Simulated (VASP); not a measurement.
Write the native input for VASP 6.6.1 that does the following.

```
Task                   : relaxation of cell and atoms
Functional             : PBE
Potentials or basis    : VASP PAW PBE potentials, release 64 (B, As)
Cutoff                 : 600 eV
k mesh                 : 12 × 12 × 12
Occupations            : gaussian, width 0.1 eV
Spin                   : no spin polarisation
Dipole correction      : no
Further INCAR settings : ALGO = Normal; EDIFF = 1e-06; IBRION = 2; EDIFFG = -0.01; NSW = 100; ISIF = 3
```

The structure of B3As lies in POSCAR:

```
B3As
1.0
    4.1411840718      0.0000000000      0.0000000000
    0.0000000000      4.1411840718      0.0000000000
    0.0000000000      0.0000000000      4.1411840718
B As
3 1
Direct
    0.5000000000      0.0000000000      0.0000000000
    0.0000000000      0.5000000000      0.0000000000
    0.0000000000      0.0000000000      0.5000000000
    0.0000000000      0.0000000000      0.0000000000
```

The input as run:

INCAR

```
PREC     = Accurate       # precision mode
ENCUT    = 600            # plane-wave cutoff, eV
EDIFF    = 1E-6           # SCF threshold, eV
ISMEAR   = 0              # smearing method
SIGMA    = 0.1            # smearing width, eV
LREAL    = F              # projectors in reciprocal space
LASPH    = T              # aspherical terms in the spheres
NELM     = 60             # most SCF steps
ALGO     = Normal         # electronic algorithm
ISIF     = 3              # what is computed and relaxed
LWAVE    = F              # write WAVECAR
LCHARG   = F              # write CHGCAR
GGA      = PE             # functional
IBRION   = 2              # ionic algorithm
NSW      = 100            # ionic steps
EDIFFG   = -0.01          # ionic threshold
```

KPOINTS

```
regular mesh
0
Gamma
  12 12 12
```

Potentials or basis: VASP PAW PBE potentials, release 64 (B, As).

Run with:

```console
$ cat potpaw_PBE.64/B/POTCAR potpaw_PBE.64/As/POTCAR > POTCAR
$ mpirun -np 1 vasp_std > vasp.out
```

Results of the run:

| Quantity | Value |
| --- | --- |
| Relaxed volume | 18.20 Å³/atom |
| Relaxed cell | a = 4.175 Å, b = 4.175 Å, c = 4.175 Å, α = 90.00°, β = 90.00°, γ = 90.00° |
| Space group after relaxing (to 0.05 Å) | Pm-3m (No. 221) |
| Energy gained by relaxing | 2.2 meV/atom |
| Ionic steps | 3 |
| Pressure after relaxing | 0.0 GPa |
| Band gap on the k mesh | zero (band 7 reaches 2.95 eV, above the bottom of band 8 at 1.24 eV) |

It took 62 s on 1 thread of Intel(R) Xeon(R) Platinum 8488C (Sapphire Rapids), on a shared host, peak memory 0.26 GiB.
